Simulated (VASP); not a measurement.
Wanted: the native input for a VASP 6.6.1 run.

```
Task                   : single point
Functional             : PBE
Potentials or basis    : VASP PAW PBE potentials, release 64 (I)
Cutoff                 : 520 eV
k mesh                 : 16 × 16 × 16
Occupations            : gaussian, width 0.1 eV
Spin                   : no spin polarisation
Dipole correction      : no
Further INCAR settings : ALGO = Normal; EDIFF = 1e-06; NBANDS = 10
```

The structure of I lies in POSCAR:

```
I
1.0
   -1.7107508621      1.7107508621      4.1269694054
    1.7107508621     -1.7107508621      4.1269694054
    1.7107508621      1.7107508621     -4.1269694054
I
1
Direct
    0.0000000000      0.0000000000      0.0000000000
```

This cell differs from its parent crystal: strained.

One way to write it, as run:

INCAR

```
  ALGO = Normal
  EDIFF = 1E-6
  ENCUT = 520
  GGA = PE
  ISIF = 2
  ISMEAR = 0
  LASPH = T
  LCHARG = F
  LREAL = F
  LWAVE = F
  NBANDS = 10
  NELM = 60
  PREC = Accurate
  SIGMA = 0.1
```

KPOINTS

```
k-points
0
Gamma
  16 16 16
```

Potentials or basis: VASP PAW PBE potentials, release 64 (I).

Launch:

```console
$ cat potpaw_PBE.64/I/POTCAR > POTCAR
$ mpirun -np 1 vasp_std > vasp.out
```

It gave:

The pressure is -2.6 GPa.

Caveat: the cell differs from its parent crystal (strained); an odd number of electrons without spin polarisation forces a metal; a magnetic or distorted state may lie lower.

Wall time 2.7 min on 1 thread of Oxide Virtual Turin-like Processor, with other jobs on the host, peak memory 0.29 GiB.
